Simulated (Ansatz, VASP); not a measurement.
## Two plane-wave programs on AlN

```
Al N
1.0
     0.00000    1.99847    1.99847
     1.99847    0.00000    1.99847
     1.99847    1.99847    0.00000
Al N
1 1
Cartesian
  1.9985 1.9985 1.9985
  0.0000 0.0000 0.0000
```

Alike in both runs: task single point; functional r2SCAN; k mesh 10 × 10 × 10; occupations gaussian, width 0.02 eV; no spin polarisation.

```csv
,VASP,Ansatz
version,VASP 6.6.1,Ansatz 0.2.0
potentials or method,"VASP PAW PBE potentials, release 64 (Al, N), cutoff 660 eV","scalar-relativistic, plane waves, PAW"
valence electrons in the cell,8,8
```

|  | VASP | Ansatz | Ansatz less VASP |
| --- | --- | --- | --- |
| gap on the k mesh at the Fermi level (eV) | 5.84 | 5.84 | -0.005 |
| least direct gap on the mesh (eV) | 7.05 | 6.99 | -0.053 |
| pressure (GPa) | 8.2 | 8.9 | +0.72 |

VASP's potentials were made for PBE, not for r2SCAN. The functional is the same, so the differences come from potentials, cutoffs and numerics.
